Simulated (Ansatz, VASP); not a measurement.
# Two plane-wave programs on NaCl

Contents of INCAR:

```
PREC     = Accurate       # precision mode
ENCUT    = 500            # plane-wave cutoff, eV
EDIFF    = 1E-7           # SCF threshold, eV
ISMEAR   = 0              # smearing method
SIGMA    = 0.02           # smearing width, eV
LREAL    = False          # projectors in reciprocal space
LASPH    = True           # aspherical terms in the spheres
NELM     = 120            # most SCF steps
ALGO     = Normal         # electronic algorithm
ISIF     = 3              # what is computed and relaxed
LWAVE    = False          # write WAVECAR
LCHARG   = False          # write CHGCAR
GGA      = PE             # functional
IVDW     = 12             # dispersion correction
IBRION   = 2              # ionic algorithm
NSW      = 100            # ionic steps
EDIFFG   = -0.002         # ionic threshold
GGA_COMPAT= False        
NELMIN   = 4
```

Contents of KPOINTS:

```
regular mesh
0
Gamma
  8 8 8
```

The input POSCAR:

```
NaCl
1.0
    0.0000000000      2.8434500000      2.8434500000
    2.8434500000      0.0000000000      2.8434500000
    2.8434500000      2.8434500000      0.0000000000
Na Cl
1 1
Direct
    0.0000000000      0.0000000000      0.0000000000
    0.5000000000      0.5000000000      0.5000000000
```

Input for Ansatz:

```yaml
crystal:
  lattice:
    - [0.0, 2.84345, 2.84345]
    - [2.84345, 0.0, 2.84345]
    - [2.84345, 2.84345, 0.0]
  atoms:
    - { symbol: Na, position: [0.0, 0.0, 0.0] }
    - { symbol: Cl, position: [0.5, 0.5, 0.5] }
basis:
  ecutwfc: 420
kpoints:
  mp_grid: { grid: [8, 8, 8] }
hamiltonian:
  xc: pbe
  dispersion: d3bj
  pseudopotentials: { kind: paw, azcp: { folder: soft_1 } }
scf:
  occupations: { method: gaussian, width: 0.02 }
output:
  forces: true
  stress: true
  eigenvalues: true
relax:
  adjacent_minimum: "off"
  f_tol: 0.002
  max_steps: 80
  cell: { stress_tol: 0.02 }
```

Alike in both runs: task relaxation of cell and atoms; functional PBE; dispersion D3(BJ); k mesh 8 × 8 × 8; occupations gaussian, width 0.02 eV; no spin polarisation.

|  | VASP | Ansatz |
| --- | --- | --- |
| version | VASP 6.6.1 | Ansatz 0.2.0 |
| potentials or method | VASP PAW PBE potentials, release 64 (Na_pv, Cl), cutoff 500 eV | scalar-relativistic, plane waves, PAW |
| valence electrons in the cell | 14 | 16 |

```tsv
	VASP	Ansatz	Ansatz less VASP
gap on the k mesh at the Fermi level, each at its own relaxed structure (eV)	5.24	5.24	-0.002
relaxed volume (Å³/atom)	21.68	21.70	+0.017
relaxed cell length with the largest relative difference (Å)	3.944	3.945	+0.0010
```

VASP's potentials hold 14 valence electrons a cell and Ansatz's 16, so a difference there can come from the potentials and not from the codes.
